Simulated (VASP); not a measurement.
# Na (Pm-3m) in VASP: notebook

Na is run at these levels: PBEsol; tasks: single point, relaxation of cell and atoms.

All numbers are computed with VASP 6.6.1; they aren't measurements. Logs are shortened: lines on timing, memory, paths and dates and some standing lists are left out, and cuts for length are marked.

## (1) The cell of the first run

It takes space group Pm-3m (No. 221, cubic). Conventional cell: a = 2.978 Å, b = 2.978 Å, c = 2.978 Å, α = 90.00°, β = 90.00°, γ = 90.00°. Within 3.9 Å of Na (site symmetry m-3m) lie 6 Na at 2.98 Å.

This isn't the form of Na at room conditions, which is bcc.

## (2) Single point, PBEsol

File INCAR:

```
SYSTEM = Na
ALGO     = Normal         ! electronic algorithm
EDIFF    = 1E-7           ! SCF threshold, eV
ENCUT    = 520            ! plane-wave cutoff, eV
GGA      = PS             ! functional
ISIF     = 2              ! what is computed and relaxed
ISMEAR   = -1             ! smearing method
LASPH    = .True.         ! aspherical terms in the spheres
LCHARG   = .True.         ! write CHGCAR
LELF     = .True.         ! ELF
LREAL    = .False.        ! projectors in reciprocal space
LVHAR    = .True.       
LWAVE    = .False.        ! write WAVECAR
NBANDS   = 10             ! bands
NELM     = 100            ! most SCF steps
PREC     = Accurate       ! precision mode
SIGMA    = 0.1            ! smearing width, eV
```

File KPOINTS:

```
k-points
0
Gamma
  12 12 12
  0 0 0
```

File POSCAR:

```
Na
1.0
    2.9784318322      0.0000000000      0.0000000000
    0.0000000000      2.9784318322      0.0000000000
    0.0000000000      0.0000000000      2.9784318322
Na
1
Direct
    0.0000000000      0.0000000000      0.0000000000
```

Potentials or basis: VASP PAW PBE potentials, release 64 (Na_pv).

Started as:

```bash
> cat potpaw_PBE.64/Na_pv/POTCAR > POTCAR
> mpirun -np 1 vasp_std > vasp.out
```

OUTCAR:

```text
SYSTEM = Na
   EDIFF = 1E-7
   ENCUT = 520
   GGA = PS
   ISIF = 2
   ISMEAR = -1
   LASPH = .True.
   LREAL = .False.
   NELM = 100
   PREC = Accurate

 ion  position               nearest neighbor table
   1  0.000  0.000  0.000-

  LATTYP: Found a simple cubic cell.
 ALAT       =     2.9784318322

  Lattice vectors:

 A1 = (   2.9784318322,   0.0000000000,   0.0000000000)
 A2 = (   0.0000000000,   2.9784318322,   0.0000000000)
 A3 = (   0.0000000000,   0.0000000000,   2.9784318322)

Analysis of symmetry for initial positions (statically):
=====================================================================
 Subroutine PRICEL returns:
 Original cell was already a primitive cell.

 Routine SETGRP: Setting up the symmetry group for a
 simple cubic supercell.

 Subroutine GETGRP returns: Found 48 space group operations
 (whereof 48 operations were pure point group operations)
 out of a pool of 48 trial point group operations.

The static configuration has the point symmetry O_h .

Analysis of symmetry for dynamics (positions and initial velocities):
=====================================================================
 Subroutine PRICEL returns:
 Original cell was already a primitive cell.

 Routine SETGRP: Setting up the symmetry group for a
 simple cubic supercell.

 Subroutine GETGRP returns: Found 48 space group operations
 (whereof 48 operations were pure point group operations)
 out of a pool of 48 trial point group operations.

The dynamic configuration has the point symmetry O_h .

 Subroutine INISYM returns: Found 48 space group operations
 (whereof 48 operations are pure point group operations),
 and found     1 'primitive' translations

----------------------------------------------------------------------------------------

                                     Primitive cell

  volume of cell :      26.4218

  direct lattice vectors                    reciprocal lattice vectors
     2.978431832  0.000000000  0.000000000     0.335747150  0.000000000  0.000000000
     0.000000000  2.978431832  0.000000000     0.000000000  0.335747150  0.000000000
     0.000000000  0.000000000  2.978431832     0.000000000  0.000000000  0.335747150

  length of vectors
     2.978431832  2.978431832  2.978431832     0.335747150  0.335747150  0.335747150

  position of ions in fractional coordinates (direct lattice)
     0.000000000  0.000000000  0.000000000

  ion indices of the primitive-cell ions
[... 77 lines left out ...]
   NSW    =      0    number of steps for IOM
   IBRION =     -1    ionic relax: 0-MD 1-quasi-New 2-CG
   NFREE  =      0    steps in history (QN), initial steepest desc. (CG)
   ISIF   =      2    stress and relaxation
   ISYM   =      2    0-nonsym 1-usesym 2-fastsym
   POTIM  = 0.5000    time-step for ionic-motion
   TEBEG  =    0.0;   TEEND  =   0.0 temperature during run
   PSTRESS=    0.0 pullay stress
   NELECT =       7.0000    total number of electrons
   NUPDOWN=      -1.0000    fix difference up-down
   EMIN   =  10.00;   EMAX   =-10.00  energy-range for DOS
   EFERMI =   0.00;   METHOD = LEGACY
   ISMEAR =    -1;   SIGMA  =   0.10  broadening in eV -4-tet -1-fermi 0-gaus
   EFERMI_NEDOS =   21; number of points for ismear=-14 and -15
   IALGO  =     38    algorithm
   IMIX   =      4    mixing-type and parameters
     AMIX     =   0.40;   BMIX     =  1.00
     AMIX_MAG =   1.60;   BMIX_MAG =  1.00
  volume/ion in A,a.u.               =      26.42       178.30
  Fermi-wavevector in a.u.,A,eV,Ry     =   1.051445  1.986943 15.041735  1.105536
  Thomas-Fermi vector in A             =   2.186488
   LORBIT       =      0    0 simple, 1 ext, 2 COOP (PROOUT), +10 PAW based schemes
   GGA     = PS    functional components
   LHFCALC =     F    Hartree Fock is set to
   AEXX    =    0.0000 exact exchange contribution
   IVDW    =     0    specifies the selected vdW correction
   LEPSILON=     F    determine dielectric tensor
   LRPA    =     F    only Hartree local field effects (RPA)
 non-spin polarized calculation
  energy-cutoff  :      520.00
  volume of cell :       26.42
 maximum number of plane-waves:       739
 NGX is ok and might be reduce to    24
   NGX = 11   NGY = 11   NGZ = 11

 number of electron       6.9999995 magnetization

 Free energy of the ion-electron system (eV)
  ---------------------------------------------------
  ext. energy  EPLUGINS =         0.00000000
  ---------------------------------------------------
  free energy    TOTEN  =        -1.14163025 eV

  energy without entropy =       -1.12694936  energy(sigma->0) =       -1.13428980

 E-fermi :   1.4961     XC(G=0):  -7.4722

 val. band max:        1.4698695975   @ k =   0.5000   0.0833   0.0000
 cond. band min:       1.5265187980   @ k =   0.4167   0.2500   0.0833
 fundamental gap:      0.0566492005
 Fermi energy:         1.4960637309

 k-point     1 :       0.0000    0.0000    0.0000
  band No.  band energies     occupation
      1     -23.3827      2.00000
      2     -23.3827      2.00000
      3     -23.3827      2.00000
      4      -2.5692      2.00000
      5      11.5589      0.00000
      6      11.5589      0.00000
      7      14.0237      0.00000
      8      14.0237      0.00000
      9      14.0237      0.00000
     10      18.2183      0.00000
[... 287 lines left out ...]
 k-point    24 :       0.4167    0.3333    0.0000
  band No.  band energies     occupation
      1     -23.5229      2.00000
      2     -23.4891      2.00000
      3     -23.3583      2.00000
      4       2.1850      0.00203
      5       4.9667      0.00000
      6       7.5603      0.00000
      7      10.4069      0.00000
      8      17.5248      0.00000
      9      18.7878      0.00000
     10      19.6442      0.00000

 [... further k-points ...]

------------------------ aborting loop because EDIFF is reached ----------------------------------------

  FORCE on cell =-STRESS in cart. coord.  units (eV):
  Direction    XX          YY          ZZ          XY          YZ          ZX
  --------------------------------------------------------------------------------------
  -------------------------------------------------------------------------------------
  Total        0.8279310      0.8279310      0.8279310      0.0000000      0.0000000      0.0000000
  in kB       50.2043973     50.2043973     50.2043973      0.0000000      0.0000000      0.0000000
  external PRESSURE =      50.2043973 kB  Pullay stress =       0.0000000 kB

 VOLUME and BASIS-vectors are now :
 -----------------------------------------------------------------------------
  energy-cutoff  :      520.00
  volume of cell :       26.42
      direct lattice vectors                 reciprocal lattice vectors
     2.978431832  0.000000000  0.000000000     0.335747150  0.000000000  0.000000000
     0.000000000  2.978431832  0.000000000     0.000000000  0.335747150  0.000000000
     0.000000000  0.000000000  2.978431832     0.000000000  0.000000000  0.335747150

 POSITION                                       TOTAL-FORCE (eV/Angst)
 -----------------------------------------------------------------------------------
      0.00000      0.00000      0.00000         0.000000      0.000000      0.000000
 -----------------------------------------------------------------------------------
    total drift:                                0.000000     -0.000000      0.000000

  FREE ENERGIE OF THE ION-ELECTRON SYSTEM (eV)
  ---------------------------------------------------
  free  energy   TOTEN  =        -1.1416302452 eV

  energy  without entropy=       -1.1269493572  energy(sigma->0) =       -1.13428980
```

OSZICAR:

```text
N       E                     dE             d eps       ncg     rms          rms(c)
DAV:   1     0.314405457015E+02    0.31441E+02   -0.38854E+03  1696   0.627E+02
DAV:   2    -0.446147503277E+00   -0.31887E+02   -0.31657E+02  1742   0.165E+02
DAV:   3    -0.114618016038E+01   -0.70003E+00   -0.69895E+00  1984   0.250E+01
DAV:   4    -0.115089293790E+01   -0.47128E-02   -0.47124E-02  1918   0.208E+00
DAV:   5    -0.115094285316E+01   -0.49915E-04   -0.49915E-04  1928   0.211E-01    0.372E-01
DAV:   6    -0.114495562859E+01    0.59872E-02   -0.48293E-03  2028   0.102E+00    0.220E-01
DAV:   7    -0.114176621202E+01    0.31894E-02   -0.47552E-03  2306   0.876E-01    0.543E-02
DAV:   8    -0.114163010011E+01    0.13611E-03   -0.35660E-04  1910   0.329E-01    0.289E-03
DAV:   9    -0.114163044135E+01   -0.34123E-06   -0.15498E-06  1852   0.136E-02    0.163E-03
DAV:  10    -0.114163022819E+01    0.21316E-06   -0.26117E-07  1860   0.685E-03    0.127E-04
DAV:  11    -0.114163024520E+01   -0.17016E-07   -0.30203E-09  1018   0.657E-04
   1 F= -.11416302E+01 E0= -.11342898E+01  d E =-.146809E-01
```

stdout:

```text
POSCAR found type information on POSCAR Na
 POSCAR found :  1 types and       1 ions
 scaLAPACK will be used
 -----------------------------------------------------------------------------
|                                                                             |
|                                                                             |
|     You enforced a specific xc type in the INCAR file but a different       |
|     I HOPE YOU KNOW WHAT YOU ARE DOING!                                     |
|                                                                             |
 -----------------------------------------------------------------------------

 LDA part: xc-table for (Slater+PW92), standard interpolation
 POSCAR, INCAR and KPOINTS ok, starting setup
 FFT: planning ... GRIDC
 FFT: planning ... GRID_SOFT
 FFT: planning ... GRID
 WAVECAR not read
 entering main loop
```

It took 13 s on 1 thread of Intel Xeon 8259CL, shared host; peak memory 0.14 GiB.

Results:

```
Free energy            : -1.1416 eV
Pressure               : 5.0 GPa
Band gap on the k mesh : zero (an odd number of electrons rules out a gap without spin polarisation)
```

Levels at points of the mesh, in eV from the Fermi level:
```tsv
k point	band 1	band 2	band 3	band 4	band 5	band 6	band 7
(0.00, 0.00, 0.00)	-24.88	-24.88	-24.88	-4.07	10.06	10.06	12.53
(0.50, 0.00, 0.00)	-25.05	-24.86	-24.86	-0.13	0.57	13.05	14.83
(0.50, 0.50, 0.00)	-25.02	-25.02	-24.85	3.41	3.93	3.93	5.93
(0.50, 0.50, 0.50)	-25.00	-25.00	-25.00	6.91	6.91	6.91	8.18
```

Caveat: the cell stands under pressure; the PAW data sets were made with another functional, which shifts forces and pressure a little.

## (3) Single point, PBEsol

This run uses another cell than the first one, of 39.02 Å³/atom.

Changes to INCAR since step 2:

```diff
@@ -8,6 +8,4 @@
 LASPH    = .True.         ! aspherical terms in the spheres
-LCHARG   = .True.         ! write CHGCAR
-LELF     = .True.         ! ELF
+LCHARG   = .False.        ! write CHGCAR
 LREAL    = .False.        ! projectors in reciprocal space
-LVHAR    = .True.       
 LWAVE    = .False.        ! write WAVECAR
```

KPOINTS is that of step 2.

File POSCAR:

```
Na
1.0
    3.3918813415      0.0000000000      0.0000000000
    0.0000000000      3.3918813415      0.0000000000
    0.0000000000      0.0000000000      3.3918813415
Na
1
Direct
    0.0000000000      0.0000000000      0.0000000000
```

Potentials or basis: VASP PAW PBE potentials, release 64 (Na_pv).

Started as:

```bash
> cat potpaw_PBE.64/Na_pv/POTCAR > POTCAR
> mpirun -np 1 vasp_std > vasp.out
```

OUTCAR:

```text
SYSTEM = Na
   EDIFF = 1E-7
   ENCUT = 520
   GGA = PS
   ISIF = 2
   ISMEAR = -1
   LASPH = .True.
   LREAL = .False.
   NELM = 100
   PREC = Accurate

 ion  position               nearest neighbor table
   1  0.000  0.000  0.000-

  LATTYP: Found a simple cubic cell.
 ALAT       =     3.3918813415

  Lattice vectors:

 A1 = (   3.3918813415,   0.0000000000,   0.0000000000)
 A2 = (   0.0000000000,   3.3918813415,   0.0000000000)
 A3 = (   0.0000000000,   0.0000000000,   3.3918813415)

Analysis of symmetry for initial positions (statically):
=====================================================================
 Subroutine PRICEL returns:
 Original cell was already a primitive cell.

 Routine SETGRP: Setting up the symmetry group for a
 simple cubic supercell.

 Subroutine GETGRP returns: Found 48 space group operations
 (whereof 48 operations were pure point group operations)
 out of a pool of 48 trial point group operations.

The static configuration has the point symmetry O_h .

Analysis of symmetry for dynamics (positions and initial velocities):
[... 163 lines left out ...]

 k-point     1 :       0.0000    0.0000    0.0000
  band No.  band energies     occupation
      1     -24.8157      2.00000
      2     -24.8157      2.00000
      3     -24.8157      2.00000
      4      -2.9993      2.00000
      5       8.4582      0.00000
      6       8.4582      0.00000
      7       9.7797      0.00000
      8       9.7797      0.00000
      9       9.7797      0.00000
     10      12.7121      0.00000
[... 287 lines left out ...]
 k-point    24 :       0.4167    0.3333    0.0000
  band No.  band energies     occupation
      1     -24.8578      2.00000
      2     -24.8479      2.00000
      3     -24.8086      2.00000
      4       0.7236      0.00920
      5       2.8168      0.00000
      6       4.9713      0.00000
      7       7.0189      0.00000
      8      12.8689      0.00000
      9      13.7273      0.00000
     10      14.5792      0.00000

 [... further k-points ...]

------------------------ aborting loop because EDIFF is reached ----------------------------------------

  FORCE on cell =-STRESS in cart. coord.  units (eV):
  Direction    XX          YY          ZZ          XY          YZ          ZX
  --------------------------------------------------------------------------------------
  -------------------------------------------------------------------------------------
  Total       -0.0026715     -0.0026715     -0.0026715      0.0000000     -0.0000000      0.0000000
  in kB       -0.1096823     -0.1096823     -0.1096823      0.0000000     -0.0000000      0.0000000
  external PRESSURE =      -0.1096823 kB  Pullay stress =       0.0000000 kB

 VOLUME and BASIS-vectors are now :
 -----------------------------------------------------------------------------
  energy-cutoff  :      520.00
  volume of cell :       39.02
      direct lattice vectors                 reciprocal lattice vectors
     3.391881341  0.000000000  0.000000000     0.294821634  0.000000000  0.000000000
     0.000000000  3.391881341  0.000000000     0.000000000  0.294821634  0.000000000
     0.000000000  0.000000000  3.391881341     0.000000000  0.000000000  0.294821634

 POSITION                                       TOTAL-FORCE (eV/Angst)
 -----------------------------------------------------------------------------------
      0.00000      0.00000      0.00000         0.000000      0.000000      0.000000
 -----------------------------------------------------------------------------------
    total drift:                               -0.000000     -0.000000     -0.000000

  FREE ENERGIE OF THE ION-ELECTRON SYSTEM (eV)
  ---------------------------------------------------
  free  energy   TOTEN  =        -1.2864742692 eV

  energy  without entropy=       -1.2699481112  energy(sigma->0) =       -1.27821119
```

OSZICAR:

```text
N       E                     dE             d eps       ncg     rms          rms(c)
DAV:   1     0.273134506353E+02    0.27313E+02   -0.36945E+03  1684   0.576E+02
DAV:   2    -0.632707140573E+00   -0.27946E+02   -0.27813E+02  1728   0.149E+02
DAV:   3    -0.128504874507E+01   -0.65234E+00   -0.65170E+00  2048   0.241E+01
DAV:   4    -0.129073839528E+01   -0.56897E-02   -0.56892E-02  1956   0.211E+00
DAV:   5    -0.129082589810E+01   -0.87503E-04   -0.87502E-04  1968   0.255E-01    0.257E-01
DAV:   6    -0.128795560164E+01    0.28703E-02   -0.32097E-03  2026   0.808E-01    0.158E-01
DAV:   7    -0.128657520307E+01    0.13804E-02   -0.33542E-03  2102   0.722E-01    0.491E-02
DAV:   8    -0.128647323649E+01    0.10197E-03   -0.29116E-04  1922   0.292E-01    0.324E-03
DAV:   9    -0.128647402142E+01   -0.78493E-06   -0.10078E-06  1894   0.104E-02    0.157E-03
DAV:  10    -0.128647428504E+01   -0.26362E-06   -0.11690E-07  1902   0.265E-03    0.185E-04
DAV:  11    -0.128647426921E+01    0.15827E-07   -0.10400E-09  1004   0.443E-04
   1 F= -.12864743E+01 E0= -.12782112E+01  d E =-.165262E-01
```

It took 24 s on 1 thread of Intel Xeon 8259CL, shared host; peak memory 0.16 GiB.

Results:

```
Free energy            : -1.2865 eV
Pressure               : 0.0 GPa
Band gap on the k mesh : zero (an odd number of electrons rules out a gap without spin polarisation)
```

Caveat: the PAW data sets were made with another functional, which shifts forces and pressure a little.

[end of part 1 of 3]

The gap in the log of VASP goes by the Fermi energy; the results here count the filled bands.